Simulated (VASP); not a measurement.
# CdSe (zincblende type) (F-43m) in VASP: notebook, part 2 of 2

VASP 6.6.1. Earlier steps stand in the parts before.

**3. Single point, PBEsol**

INCAR reads:

```
SYSTEM = CdSe
PREC = Accurate
ENCUT = 520
EDIFF = 1E-7
ISMEAR = -1
SIGMA = 0.08
LREAL = .False.
LASPH = .True.
NELM = 100
ALGO = Normal
ISIF = 2
LWAVE = .False.
LCHARG = .True.
GGA = PS
LELF = .True.
LVHAR = .True.
NBANDS = 16
```

KPOINTS reads:

```
regular mesh
0
Gamma
  11 11 11
  0 0 0
```

POSCAR reads:

```
CdSe
1.0
    0.0000000000      2.6206194889      2.6206194889
    2.6206194889      0.0000000000      2.6206194889
    2.6206194889      2.6206194889      0.0000000000
Cd Se
1 1
Direct
    0.0000000000      0.0000000000      0.0000000000
    0.2500000000      0.2500000000      0.2500000000
```

Potentials or basis: VASP PAW PBE potentials, release 64 (Cd, Se).

The run is started by

```
cat potpaw_PBE.64/Cd/POTCAR potpaw_PBE.64/Se/POTCAR > POTCAR
mpirun -np 1 vasp_std > vasp.out
```

It took 44 s on 1 thread of Intel Xeon 8259CL, shared host; peak memory 0.18 GiB.

It converged, with:

```yaml
Free_energy: -3.3171 eV
Pressure: 68.3 GPa
Band_gap_on_the_k_mesh: 1.21 eV, direct
```

Levels at points of the mesh, in eV from the valence-band top:
```
           k point  band 7  band 8  band 9  band 10  band 11  band 12
(0.00, 0.00, 0.00)    0.00    0.00    0.00     1.21     5.36     5.36
```

Caveat: the PAW data sets were made with another functional, which shifts forces and pressure a little.

**4. Single point, PBEsol**

This run uses another cell than the first one, of 18.00 Å³/atom, 1.164 times its volume.

INCAR reads:

```
ALGO     = Normal         # electronic algorithm
EDIFF    = 1E-6           # SCF threshold, eV
ENCUT    = 520            # plane-wave cutoff, eV
GGA      = PS             # functional
ISIF     = 2              # what is computed and relaxed
ISMEAR   = -1             # smearing method
LASPH    = T              # aspherical terms in the spheres
LCHARG   = F              # write CHGCAR
LREAL    = F              # projectors in reciprocal space
LWAVE    = F              # write WAVECAR
NBANDS   = 16             # bands
NELM     = 100            # most SCF steps
PREC     = Accurate       # precision mode
SIGMA    = 0.08           # smearing width, eV
```

KPOINTS reads:

```
k-points
0
Gamma
  11 11 11
```

POSCAR is that of step 3.

Potentials or basis: VASP PAW PBE potentials, release 64 (Cd, Se).

The run is started by

```
cat potpaw_PBE.64/Cd/POTCAR potpaw_PBE.64/Se/POTCAR > POTCAR
mpirun -np 1 vasp_std > vasp.out
```

OUTCAR:

```text
EDIFF = 1E-6
   ENCUT = 520
   GGA = PS
   ISIF = 2
   ISMEAR = -1
   LASPH = T
   LREAL = F
   NELM = 100
   PREC = Accurate

 ion  position               nearest neighbor table
   1  0.000  0.000  0.000-   2 2.27   2 2.27   2 2.27   2 2.27
   2  0.250  0.250  0.250-   1 2.27   1 2.27   1 2.27   1 2.27

  LATTYP: Found a face centered cubic cell.
 ALAT       =     5.2412389778

  Lattice vectors:

 A1 = (   0.0000000000,   2.6206194889,   2.6206194889)
[... 190 lines left out ...]
      6      -4.0655      2.00000
[... 433 lines left out ...]
      3      -4.9316      2.00000
      4      -4.7724      2.00000
      5      -4.1330      2.00000
      6      -3.9711      2.00000
[... 8 lines left out ...]
     15      18.0639      0.00000
     16      19.1478      0.00000

 [... further k-points ...]
[... 5 lines left out ...]
  --------------------------------------------------------------------------------------
  -------------------------------------------------------------------------------------
  Total       15.3512139     15.3512139     15.3512139      0.0000000      0.0000000      0.0000000
  in kB      683.2999820    683.2999820    683.2999820      0.0000000      0.0000000      0.0000000
  external PRESSURE =     683.2999820 kB  Pullay stress =       0.0000000 kB

 VOLUME and BASIS-vectors are now :
 -----------------------------------------------------------------------------
  energy-cutoff  :      520.00
  volume of cell :       35.99
      direct lattice vectors                 reciprocal lattice vectors
     0.000000000  2.620619489  2.620619489    -0.190794582  0.190794582  0.190794582
     2.620619489  0.000000000  2.620619489     0.190794582 -0.190794582  0.190794582
     2.620619489  2.620619489  0.000000000     0.190794582  0.190794582 -0.190794582

 POSITION                                       TOTAL-FORCE (eV/Angst)
 -----------------------------------------------------------------------------------
      0.00000      0.00000      0.00000         0.000000      0.000000      0.000000
      1.31031      1.31031      1.31031        -0.000000     -0.000000     -0.000000
 -----------------------------------------------------------------------------------
    total drift:                                0.000000      0.000000      0.000000

  FREE ENERGIE OF THE ION-ELECTRON SYSTEM (eV)
  ---------------------------------------------------
  free  energy   TOTEN  =        -3.3171494929 eV

  energy  without entropy=       -3.3171467360  energy(sigma->0) =       -3.31714811
```

OSZICAR:

```text
N       E                     dE             d eps       ncg     rms          rms(c)
DAV:   1     0.117770050038E+03    0.11777E+03   -0.95982E+03  1808   0.109E+03
DAV:   2    -0.292983570132E+00   -0.11806E+03   -0.11237E+03  2184   0.272E+02
DAV:   3    -0.381881052761E+01   -0.35258E+01   -0.35219E+01  2072   0.494E+01
DAV:   4    -0.382901650859E+01   -0.10206E-01   -0.10206E-01  2216   0.270E+00
DAV:   5    -0.382905823292E+01   -0.41724E-04   -0.41724E-04  2200   0.151E-01    0.178E+01
DAV:   6    -0.337592864060E+01    0.45313E+00   -0.59331E-01  2664   0.142E+01    0.121E+01
DAV:   7    -0.332168159054E+01    0.54247E-01   -0.30727E-01  2288   0.458E+00    0.282E+00
DAV:   8    -0.331777933159E+01    0.39023E-02   -0.38481E-02  1960   0.282E+00    0.401E-01
DAV:   9    -0.331713385715E+01    0.64547E-03   -0.40869E-03  2384   0.675E-01    0.123E-01
DAV:  10    -0.331714190564E+01   -0.80485E-05   -0.97651E-05  2200   0.127E-01    0.327E-02
DAV:  11    -0.331714857395E+01   -0.66683E-05   -0.79977E-06  2144   0.219E-02    0.844E-03
DAV:  12    -0.331714949286E+01   -0.91891E-06   -0.58775E-07  1752   0.795E-03
   1 F= -.33171495E+01 E0= -.33171481E+01  d E =-.275687E-05
```

stdout:

```text
POSCAR found type information on POSCAR CdSe
 POSCAR found :  2 types and       2 ions
 scaLAPACK will be used
 -----------------------------------------------------------------------------
|                                                                             |
|                                                                             |
|     You enforced a specific xc type in the INCAR file but a different       |
|     I HOPE YOU KNOW WHAT YOU ARE DOING!                                     |
|                                                                             |
 -----------------------------------------------------------------------------

 LDA part: xc-table for (Slater+PW92), standard interpolation
 POSCAR, INCAR and KPOINTS ok, starting setup
 FFT: planning ... GRIDC
 FFT: planning ... GRID_SOFT
 FFT: planning ... GRID
 WAVECAR not read
 entering main loop
```

Wall time 45 s (1 thread of Intel Xeon 8259CL, shared host); peak memory 0.18 GiB.

What came out:

* Free energy: -3.3171 eV
* Pressure: 68.3 GPa
* Band gap on the k mesh: 1.21 eV, direct

Caveat: the PAW data sets were made with another functional, which shifts forces and pressure a little.

**5. Single point, PBEsol (volume scaled by 0.72)**

INCAR reads:

```
SYSTEM = CdSe
PREC = Accurate
ENCUT = 520
EDIFF = 1E-6
ISMEAR = -1
SIGMA = 0.08
LREAL = .FALSE.
LASPH = .TRUE.
NELM = 80
ALGO = Normal
ISIF = 2
LWAVE = .FALSE.
LCHARG = .FALSE.
GGA = PS
NBANDS = 16
```

KPOINTS reads:

```
Automatic mesh
0
G
  11 11 11
  0 0 0
```

POSCAR reads:

```
CdSe
1.0
    0.0000000000      2.7255541026      2.7255541026
    2.7255541026      0.0000000000      2.7255541026
    2.7255541026      2.7255541026      0.0000000000
Cd Se
1 1
Direct
    0.0000000000      0.0000000000      0.0000000000
    0.2500000000      0.2500000000      0.2500000000
```

Potentials or basis: VASP PAW PBE potentials, release 64 (Cd, Se).

The run is started by

```
cat potpaw_PBE.64/Cd/POTCAR potpaw_PBE.64/Se/POTCAR > POTCAR
mpirun -np 1 vasp_std > vasp.out
```

OUTCAR:

```text
SYSTEM = CdSe
   PREC = Accurate
   ENCUT = 520
   EDIFF = 1E-6
   ISMEAR = -1
   LREAL = .FALSE.
   LASPH = .TRUE.
   NELM = 80
   ISIF = 2
   GGA = PS

 ion  position               nearest neighbor table
   1  0.000  0.000  0.000-   2 2.36   2 2.36   2 2.36   2 2.36
   2  0.250  0.250  0.250-   1 2.36   1 2.36   1 2.36   1 2.36

  LATTYP: Found a face centered cubic cell.
 ALAT       =     5.4511082052

  Lattice vectors:

 A1 = (   0.0000000000,   2.7255541026,   2.7255541026)
[... 625 lines left out ...]
      3      -5.4762      2.00000
      4      -5.2926      2.00000
      5      -4.8480      2.00000
      6      -4.7277      2.00000
[... 8 lines left out ...]
     15      16.0656      0.00000
     16      17.3652      0.00000

 [... further k-points ...]
[... 5 lines left out ...]
  --------------------------------------------------------------------------------------
  -------------------------------------------------------------------------------------
  Total        9.6850977      9.6850977      9.6850977      0.0000000      0.0000000      0.0000000
  in kB      383.1952990    383.1952990    383.1952990      0.0000000      0.0000000      0.0000000
  external PRESSURE =     383.1952990 kB  Pullay stress =       0.0000000 kB

 VOLUME and BASIS-vectors are now :
 -----------------------------------------------------------------------------
  energy-cutoff  :      520.00
  volume of cell :       40.49
      direct lattice vectors                 reciprocal lattice vectors
     0.000000000  2.725554103  2.725554103    -0.183448936  0.183448936  0.183448936
     2.725554103  0.000000000  2.725554103     0.183448936 -0.183448936  0.183448936
     2.725554103  2.725554103  0.000000000     0.183448936  0.183448936 -0.183448936

 POSITION                                       TOTAL-FORCE (eV/Angst)
 -----------------------------------------------------------------------------------
      0.00000      0.00000      0.00000        -0.000000     -0.000000     -0.000000
      1.36278      1.36278      1.36278         0.000000      0.000000      0.000000
 -----------------------------------------------------------------------------------
    total drift:                               -0.000000     -0.000000     -0.000000

  FREE ENERGIE OF THE ION-ELECTRON SYSTEM (eV)
  ---------------------------------------------------
  free  energy   TOTEN  =        -4.7766856524 eV

  energy  without entropy=       -4.7766788047  energy(sigma->0) =       -4.77668223
```

OSZICAR:

```text
N       E                     dE             d eps       ncg     rms          rms(c)
DAV:   1     0.114806827455E+03    0.11481E+03   -0.94768E+03  1832   0.107E+03
DAV:   2    -0.152572442827E+01   -0.11633E+03   -0.11004E+03  2136   0.266E+02
DAV:   3    -0.520360819358E+01   -0.36779E+01   -0.36720E+01  2104   0.494E+01
DAV:   4    -0.521541960925E+01   -0.11811E-01   -0.11811E-01  2264   0.281E+00
DAV:   5    -0.521547372222E+01   -0.54113E-04   -0.54113E-04  2208   0.167E-01    0.133E+01
DAV:   6    -0.481919622805E+01    0.39628E+00   -0.56100E-01  2656   0.129E+01    0.936E+00
DAV:   7    -0.477928512105E+01    0.39911E-01   -0.23780E-01  2320   0.381E+00    0.281E+00
DAV:   8    -0.477707157170E+01    0.22135E-02   -0.29425E-02  2032   0.239E+00    0.335E-01
DAV:   9    -0.477666598731E+01    0.40558E-03   -0.26760E-03  2352   0.652E-01    0.101E-01
DAV:  10    -0.477667501958E+01   -0.90323E-05   -0.10555E-04  2336   0.136E-01    0.291E-02
DAV:  11    -0.477668537550E+01   -0.10356E-04   -0.15439E-05  2056   0.304E-02    0.543E-03
DAV:  12    -0.477668565235E+01   -0.27685E-06   -0.13032E-06  1832   0.184E-02
   1 F= -.47766857E+01 E0= -.47766822E+01  d E =-.684766E-05
```

Run time: 68 s. Hardware: 1 thread of Intel Xeon 8259CL, shared host; peak memory 0.19 GiB.

What came out:

| Item | Value |
| --- | --- |
| Free energy | -4.7767 eV |
| Pressure | 38.3 GPa |
| Band gap on the k mesh | 1.07 eV, direct |

Caveat: the cell differs from its parent crystal (volume scaled by 0.72); the PAW data sets were made with another functional, which shifts forces and pressure a little.

**6. The runs side by side**

| cell | gap on the mesh (eV) | pressure (GPa) |
| --- | --- | --- |
| a = 3.524 Å, angles 60.0°, 2 atoms | 1.29 | 130.3 |
| a = 3.706 Å, angles 60.0°, 2 atoms | 1.21 | 68.3 |
| a = 3.855 Å, angles 60.0°, 2 atoms | 1.07 | 38.3 |

Alike in all rows: task single point; level PBEsol; potentials or basis VASP PAW PBE potentials, release 64 (Cd, Se); no spin polarisation; k mesh 11 × 11 × 11; cutoff (eV) 520; smearing fermi-dirac 0.08 eV.

Caveats: the PAW data sets were made with another functional, which shifts forces and pressure a little.

Total energies depend on the potentials used, so only differences within one code and one set of settings carry meaning.
